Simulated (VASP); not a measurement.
# Si: single point with PBEsol

Si:

```
Si
1.0
     0.00000    2.71673    2.71673
     2.71673    0.00000    2.71673
     2.71673    2.71673    0.00000
Si
2
Cartesian
  0.0000 0.0000 0.0000
  1.3584 1.3584 1.3584
```

```
Program             : VASP 6.6.1
Task                : single point
Functional          : PBEsol
Potentials or basis : VASP PAW PBE potentials, release 64 (Si)
Cutoff              : 500 eV
k mesh              : 4 × 4 × 4
Occupations         : gaussian, width 0.01 eV
Spin                : no spin polarisation
```

```json
{"Pressure": "0.8 GPa", "Band gap on the k mesh": "0.57 eV, indirect (least direct gap 2.50 eV)"}
```

Levels at points of the mesh, in eV from the valence-band top:
```
           k point  band 1  band 2  band 3  band 4  band 5  band 6  band 7  band 8  band 9
(0.00, 0.00, 0.00)  -11.99    0.00    0.00    0.00    2.50    2.50    2.50    3.31    7.66
(0.50, 0.00, 0.00)   -9.64   -7.02   -1.21   -1.21    1.45    3.25    3.25    7.48   10.49
(0.50, 0.50, 0.00)   -7.83   -7.83   -2.88   -2.88    0.57    0.57   10.04   10.04   10.92
```

It took 5.3 s on 1 thread of Intel(R) Xeon(R) Platinum 8375C CPU @ 2.90GHz (Ice Lake), with other jobs on the host, peak memory 0.14 GiB.

Caveat: the k points lie up to 0.50 Å⁻¹ apart; the PAW data sets were made with another functional, which shifts forces and pressure a little. A k mesh can miss the band edges.
